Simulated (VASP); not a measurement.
# Ta (Im-3m) in VASP: single point with PBE

Aim: the single point of Ta with PBE.

Program: VASP 6.6.1. These are calculated values, not measurements. Logs are shortened: lines on timing, memory, paths and dates and some standing lists are left out, and cuts for length are marked.

### 1 The cell of the first run

It takes space group Im-3m (No. 229, cubic). The conventional cell has a = 3.319 Å, b = 3.319 Å, c = 3.319 Å, α = 90.00°, β = 90.00°, γ = 90.00°. Within 3.8 Å of Ta (site symmetry m-3m) lie 14 Ta at 2.87 to 3.32 Å.

### 2 Single point, PBE, non-collinear spin, zero start, spin-orbit coupling

File INCAR:

```
ALGO = Normal ; EDIFF = 1E-7
ENCUT = 520 ; GGA = PE
GGA_COMPAT = F ; ISIF = 2
ISMEAR = 0 ; LASPH = T
LCHARG = F ; LMAXMIX = 4
LNONCOLLINEAR = T ; LORBIT = 11
LORBMOM = T ; LREAL = F
LSORBIT = T ; LWAVE = F
MAGMOM = 0 0 0 ; NBANDS = 22
NELM = 150 ; PREC = Accurate
SIGMA = 0.05
```

File KPOINTS:

```
k-points
0
Gamma
  18 18 18
```

File POSCAR:

```
Ta
1.0
   -1.6593189893      1.6593189893      1.6593189893
    1.6593189893     -1.6593189893      1.6593189893
    1.6593189893      1.6593189893     -1.6593189893
Ta
1
Direct
    0.0000000000      0.0000000000      0.0000000000
```

Potentials or basis: VASP PAW PBE potentials, release 64 (Ta_pv).

Started as:

```bash
$ cat potpaw_PBE.64/Ta_pv/POTCAR > POTCAR
$ mpirun -np 1 vasp_ncl > vasp.out
```

OUTCAR:

```text
EDIFF = 1E-7
   ENCUT = 520
   GGA = PE
   ISIF = 2
   ISMEAR = 0
   LASPH = T
   LNONCOLLINEAR = T
   LORBIT = 11
   LREAL = F
   LSORBIT = T
   NELM = 150
   PREC = Accurate

 ion  position               nearest neighbor table
   1  0.000  0.000  0.000-

  LATTYP: Found a body centered cubic cell.
 ALAT       =     3.3186379786

  Lattice vectors:

 A1 = (  -1.6593189893,   1.6593189893,   1.6593189893)
 A2 = (   1.6593189893,  -1.6593189893,   1.6593189893)
 A3 = (   1.6593189893,   1.6593189893,  -1.6593189893)

Analysis of symmetry for initial positions (statically):
=====================================================================
 Subroutine PRICEL returns:
 Original cell was already a primitive cell.

 Routine SETGRP: Setting up the symmetry group for a
 body centered cubic supercell.

 Subroutine GETGRP returns: Found 48 space group operations
 (whereof 48 operations were pure point group operations)
 out of a pool of 48 trial point group operations.

The static configuration has the point symmetry O_h .

Analysis of symmetry for dynamics (positions and initial velocities):
=====================================================================
 Subroutine PRICEL returns:
 Original cell was already a primitive cell.

 Routine SETGRP: Setting up the symmetry group for a
 body centered cubic supercell.

 Subroutine GETGRP returns: Found 48 space group operations
 (whereof 48 operations were pure point group operations)
 out of a pool of 48 trial point group operations.

The dynamic configuration has the point symmetry O_h .

Analysis of structural, dynamic, and magnetic symmetry:
=====================================================================
 Subroutine PRICEL returns:
 Original cell was already a primitive cell.

 Routine SETGRP: Setting up the symmetry group for a
 body centered cubic supercell.

 Subroutine GETGRP returns: Found 48 space group operations
 (whereof 48 operations were pure point group operations)
 out of a pool of 48 trial point group operations.

The overall configuration has the point symmetry O_h .

 Subroutine INISYM returns: Found 48 space group operations
 (whereof 48 operations are pure point group operations),
 and found     1 'primitive' translations

----------------------------------------------------------------------------------------

                                     Primitive cell

  volume of cell :      18.2747

  direct lattice vectors                    reciprocal lattice vectors
    -1.659318989  1.659318989  1.659318989     0.000000000  0.301328438  0.301328438
     1.659318989 -1.659318989  1.659318989     0.301328438  0.000000000  0.301328438
     1.659318989  1.659318989 -1.659318989     0.301328438  0.301328438  0.000000000

  length of vectors
     2.874024795  2.874024795  2.874024795     0.426142764  0.426142764  0.426142764

  position of ions in fractional coordinates (direct lattice)
     0.000000000  0.000000000  0.000000000

  ion indices of the primitive-cell ions
   primitive index   ion index
                 1           1

----------------------------------------------------------------------------------------

 KPOINTS: k-points

Automatic generation of k-mesh.
 Grid dimensions read from file:
 generate k-points for:   18   18   18

 Generating k-lattice:

  Cartesian coordinates                     Fractional coordinates (reciprocal lattice)
     0.000000000  0.016740469  0.016740469     0.055555556  0.000000000  0.000000000
     0.016740469  0.000000000  0.016740469     0.000000000  0.055555556  0.000000000
     0.016740469  0.016740469  0.000000000     0.000000000  0.000000000  0.055555556

  Length of vectors
     0.023674598  0.023674598  0.023674598

  Shift w.r.t. Gamma in fractional coordinates (k-lattice)
     0.000000000  0.000000000  0.000000000

 Subroutine IBZKPT returns following result:
 ===========================================

 Found    195 irreducible k-points:

 Following reciprocal coordinates:
            Coordinates               Weight
  0.000000  0.000000  0.000000      1.000000
  0.055556  0.000000  0.000000     12.000000
  0.111111  0.000000  0.000000     12.000000
  0.166667  0.000000  0.000000     12.000000
  0.222222  0.000000  0.000000     12.000000
  0.277778  0.000000  0.000000     12.000000
[... 16 lines left out ...]
  0.333333  0.111111  0.000000     48.000000
  0.388889  0.111111  0.000000     48.000000
 [... further k-points ...]
   k-points           NKPTS =    195   k-points in BZ     NKDIM =    195   number of bands    NBANDS=     22
   number of dos      NEDOS =    301   number of ions     NIONS =      1
   total plane-waves  NPLWV =  13824
   dimension x,y,z NGX =    24 NGY =   24 NGZ =   24
   dimension x,y,z NGXF=    48 NGYF=   48 NGZF=   48
   ions per type =               1
   NGX,Y,Z   is equivalent  to a cutoff of  13.88, 13.88, 13.88 a.u.
   NGXF,Y,Z  is equivalent  to a cutoff of  27.77, 27.77, 27.77 a.u.
 SYSTEM =  unknown system
   PREC   = accura    normal or accurate (medium, high low for compatibility)
   ISTART =      0    job   : 0-new  1-cont  2-samecut
   ICHARG =      2    charge: 1-file 2-atom 10-const
   ISPIN  =      1    spin polarized calculation?
   LNONCOLLINEAR =      T non collinear calculations
   LSORBIT =      T    spin-orbit coupling
   LASPH  =      T    aspherical Exc in radial PAW
   ENCUT  =  520.0 eV  38.22 Ry    6.18 a.u.   5.34  5.34  5.34*2*pi/ulx,y,z
   NELM   =    150;   NELMIN=  2; NELMDL= -5     # of ELM steps
   EDIFF  = 0.1E-06   stopping-criterion for ELM
   LREAL  =      F    real-space projection
   EDIFFG = 0.1E-05   stopping-criterion for IOM
   NSW    =      0    number of steps for IOM
   IBRION =     -1    ionic relax: 0-MD 1-quasi-New 2-CG
   NFREE  =      0    steps in history (QN), initial steepest desc. (CG)
   ISIF   =      2    stress and relaxation
   ISYM   =      2    0-nonsym 1-usesym 2-fastsym
   POTIM  = 0.5000    time-step for ionic-motion
   TEBEG  =    0.0;   TEEND  =   0.0 temperature during run
   PSTRESS=    0.0 pullay stress
   NELECT =      11.0000    total number of electrons
   NUPDOWN=      -1.0000    fix difference up-down
   EMIN   =  10.00;   EMAX   =-10.00  energy-range for DOS
   EFERMI =   0.00;   METHOD = LEGACY
   ISMEAR =     0;   SIGMA  =   0.05  broadening in eV -4-tet -1-fermi 0-gaus
   EFERMI_NEDOS =   21; number of points for ismear=-14 and -15
   IALGO  =     38    algorithm
   IMIX   =      4    mixing-type and parameters
     AMIX     =   0.40;   BMIX     =  1.00
     AMIX_MAG =   1.60;   BMIX_MAG =  1.00
  volume/ion in A,a.u.               =      18.27       123.32
  Fermi-wavevector in a.u.,A,eV,Ry     =   1.382258  2.612089 25.995805  1.910638
  Thomas-Fermi vector in A             =   2.506966
   LORBIT       =     11    0 simple, 1 ext, 2 COOP (PROOUT), +10 PAW based schemes
   GGA     = PE    functional components
   LHFCALC =     F    Hartree Fock is set to
   AEXX    =    0.0000 exact exchange contribution
   IVDW    =     0    specifies the selected vdW correction
   LEPSILON=     F    determine dielectric tensor
   LRPA    =     F    only Hartree local field effects (RPA)
 Gauss-broadening in eV      SIGMA  =   0.05
  energy-cutoff  :      520.00
  volume of cell :       18.27
 maximum number of plane-waves:      1062
 NGX is ok and might be reduce to    24
   NGX = 11   NGY = 11   NGZ = 11

 number of electron      11.0000000 magnetization       0.0000000      0.0000000      0.0000000

 number of electron      11.0000001 magnetization      -0.0000000      0.0000000     -0.0000000

 number of electron      11.0000001 magnetization       0.0000000     -0.0000000      0.0000000

 Free energy of the ion-electron system (eV)
  ---------------------------------------------------
  ext. energy  EPLUGINS =         0.00000000
  ---------------------------------------------------
  free energy    TOTEN  =       -12.52715983 eV

  energy without entropy =      -12.52547125  energy(sigma->0) =      -12.52631554

 E-fermi :   5.3747     XC(G=0): -12.5433

 val. band max:        5.3741248349   @ k =  -0.2778   0.3889   0.1111
 cond. band min:       5.3754693478   @ k =  -0.1667   0.2222   0.0556
 fundamental gap:      0.0013445129
 Fermi energy:         5.3747223096

 k-point     1 :       0.0000    0.0000    0.0000
  band No.  band energies     occupation
      1     -33.2339      1.00000
      2     -33.2339      1.00000
      3     -25.1860      1.00000
      4     -25.1860      1.00000
      5     -25.1860      1.00000
      6     -25.1860      1.00000
[... 14 lines left out ...]
     21      20.3163      0.00000
     22      20.3163      0.00000

 k-point     2 :       0.0556    0.0000    0.0000
  band No.  band energies     occupation
      1     -33.2436      1.00000
      2     -33.2436      1.00000
      3     -25.2203      1.00000
      4     -25.2203      1.00000
      5     -25.1926      1.00000
      6     -25.1926      1.00000
[... 14 lines left out ...]
     21      20.4390      0.00000
     22      20.4390      0.00000

 k-point     3 :       0.1111    0.0000    0.0000
  band No.  band energies     occupation
      1     -33.2717      1.00000
      2     -33.2717      1.00000
      3     -25.3174      1.00000
      4     -25.3174      1.00000
      5     -25.2114      1.00000
      6     -25.2114      1.00000
[... 14 lines left out ...]
     21      20.7452      0.00000
     22      20.7452      0.00000
[... 476 lines left out ...]
 k-point    23 :       0.3333    0.1111    0.0000
  band No.  band energies     occupation
      1     -33.5336      1.00000
      2     -33.5336      1.00000
      3     -26.0918      1.00000
      4     -26.0918      1.00000
      5     -25.4217      1.00000
      6     -25.4217      1.00000
[... 14 lines left out ...]
     21      19.0158      0.00000
     22      19.0158      0.00000

 k-point    24 :       0.3889    0.1111    0.0000
  band No.  band energies     occupation
      1     -33.5604      1.00000
      2     -33.5604      1.00000
      3     -26.1638      1.00000
      4     -26.1638      1.00000
      5     -25.4424      1.00000
      6     -25.4424      1.00000
[... 14 lines left out ...]
     21      18.2811      0.00000
     22      18.2811      0.00000

 [... further k-points ...]

------------------------ aborting loop because EDIFF is reached ----------------------------------------

  FORCE on cell =-STRESS in cart. coord.  units (eV):
  Direction    XX          YY          ZZ          XY          YZ          ZX
  --------------------------------------------------------------------------------------
  -------------------------------------------------------------------------------------
  Total       -0.0134327     -0.0134327     -0.0134327     -0.0000000      0.0000000     -0.0000000
  in kB       -1.1776695     -1.1776695     -1.1776695     -0.0000000      0.0000000     -0.0000000
  external PRESSURE =      -1.1776695 kB  Pullay stress =       0.0000000 kB

 VOLUME and BASIS-vectors are now :
 -----------------------------------------------------------------------------
  energy-cutoff  :      520.00
  volume of cell :       18.27
      direct lattice vectors                 reciprocal lattice vectors
    -1.659318989  1.659318989  1.659318989     0.000000000  0.301328438  0.301328438
     1.659318989 -1.659318989  1.659318989     0.301328438  0.000000000  0.301328438
     1.659318989  1.659318989 -1.659318989     0.301328438  0.301328438  0.000000000

 POSITION                                       TOTAL-FORCE (eV/Angst)
 -----------------------------------------------------------------------------------
      0.00000      0.00000      0.00000        -0.000000      0.000000      0.000000
 -----------------------------------------------------------------------------------
    total drift:                               -0.000000      0.000000      0.000000

  FREE ENERGIE OF THE ION-ELECTRON SYSTEM (eV)
  ---------------------------------------------------
  free  energy   TOTEN  =       -12.5271598324 eV

  energy  without entropy=      -12.5254712496  energy(sigma->0) =      -12.52631554

 orbital moment (x)

 # of ion     p       d       tot
 ----------------------------------------
  1         0.000   0.000   0.000
 ----------------------------------------
            0.000   0.000   0.000

 orbital moment (y)

 # of ion     p       d       tot
 ----------------------------------------
  1         0.000  -0.000  -0.000
 ----------------------------------------
            0.000  -0.000  -0.000

 orbital moment (z)

 # of ion     p       d       tot
 ----------------------------------------
  1         0.000   0.000   0.000
 ----------------------------------------
            0.000   0.000   0.000

 Spin-Orbit-Coupling matrix elements

 Ion:    1  E_soc:     -1.4125608
 l=   1
     0.0000000    -0.2140839    -0.2140839
    -0.2140839     0.0000000    -0.2140839
    -0.2140839    -0.2140839     0.0000000
 l=   2
     0.0000000    -0.0054137     0.0000000    -0.0054137    -0.0159292
    -0.0054137     0.0000000    -0.0119469    -0.0054137    -0.0039823
     0.0000000    -0.0119469     0.0000000    -0.0119469     0.0000000
    -0.0054137    -0.0054137    -0.0119469     0.0000000    -0.0039823
    -0.0159292    -0.0039823     0.0000000    -0.0039823     0.0000000
 l=   3
     0.0000000     0.0000000     0.0000000     0.0000000     0.0000000     0.0000000     0.0000000
     0.0000000     0.0000000     0.0000000     0.0000000     0.0000000     0.0000000     0.0000000
     0.0000000     0.0000000     0.0000000     0.0000000     0.0000000     0.0000000     0.0000000
     0.0000000     0.0000000     0.0000000     0.0000000     0.0000000     0.0000000     0.0000000
     0.0000000     0.0000000     0.0000000     0.0000000     0.0000000     0.0000000     0.0000000
     0.0000000     0.0000000     0.0000000     0.0000000     0.0000000     0.0000000     0.0000000
     0.0000000     0.0000000     0.0000000     0.0000000     0.0000000     0.0000000     0.0000000

 total charge

# of ion       s       p       d       tot
------------------------------------------
    1        0.367   6.163   2.388   8.919

 magnetization (x)

# of ion       s       p       d       tot
------------------------------------------
    1        0.000   0.000   0.000   0.000

 magnetization (y)

# of ion       s       p       d       tot
------------------------------------------
    1       -0.000   0.000   0.000  -0.000

 magnetization (z)

# of ion       s       p       d       tot
------------------------------------------
    1       -0.000   0.000   0.000   0.000
```

It took 95 s on 1 thread of Intel Xeon Platinum 8488C (Sapphire Rapids), shared host; peak memory 0.27 GiB.

What came out:

| Property | Result |
| --- | --- |
| Free energy | -12.5272 eV |
| Pressure | -0.1 GPa |
| Net moment | 0.00 μB per cell |
| Valence electrons inside the program's atomic spheres | Ta 8.92 |

Moments on the atoms (μB; x, y, z):
```
Ta  0.00 0.00 0.00
```
